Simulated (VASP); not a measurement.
# C: single point with PBE+D3(BJ)

C:

```
CELL_PARAMETERS angstrom
2.45153 0.00000 0.00000
-1.22576 2.12309 0.00000
0.00000 0.00000 5.99507
ATOMIC_POSITIONS crystal
C 0.00000 0.00000 0.00250
C 0.00000 0.00000 0.50250
C 0.33333 0.66667 0.00250
C 0.66667 0.33333 0.50250
```

```yaml
Program: VASP 6.6.1
Task: single point
Functional: PBE
Dispersion: D3(BJ)
Potentials_or_basis: VASP PAW PBE potentials, release 64 (C)
Cutoff: 520 eV
k_mesh: 18 × 18 × 6
Occupations: gaussian, width 0.1 eV
Spin: no spin polarisation
Dipole_correction: no
Further_INCAR_settings: ALGO = Normal; EDIFF = 1e-07; NBANDS = 16
```

```json
{
 "Pressure": "8.4 GPa",
 "Band gap on the k mesh": "zero (bands 8 and 9 overlap by 0.08 eV)",
 "Dispersion energy per atom": "-0.178 eV"
}
```

Stress tensor (GPa, compression positive):
```
8.73 0.00 0.00
0.00 8.73 0.00
0.00 0.00 7.82
```

Levels at points of the mesh, in eV from the Fermi level:
| k point | band 5 | band 6 | band 7 | band 8 | band 9 | band 10 | band 11 | band 12 |
| --- | --- | --- | --- | --- | --- | --- | --- | --- |
| (0.00, 0.00, 0.00) | -2.96 | -2.96 | -2.91 | -2.91 | 5.48 | 8.45 | 8.45 | 8.58 |
| (0.50, 0.00, 0.00) | -6.45 | -6.30 | -3.15 | -2.00 | 1.72 | 2.63 | 7.19 | 8.04 |
| (0.00, 0.00, 0.50) | -2.94 | -2.94 | -2.94 | -2.94 | 8.51 | 8.51 | 8.51 | 8.51 |
| (0.50, 0.00, 0.50) | -6.37 | -6.37 | -2.35 | -2.35 | 1.68 | 1.68 | 7.60 | 7.60 |

It took 94 s on 1 thread of Intel Xeon 8259CL (shared host), peak memory 0.18 GiB.

Caveat: the cell stands under pressure.
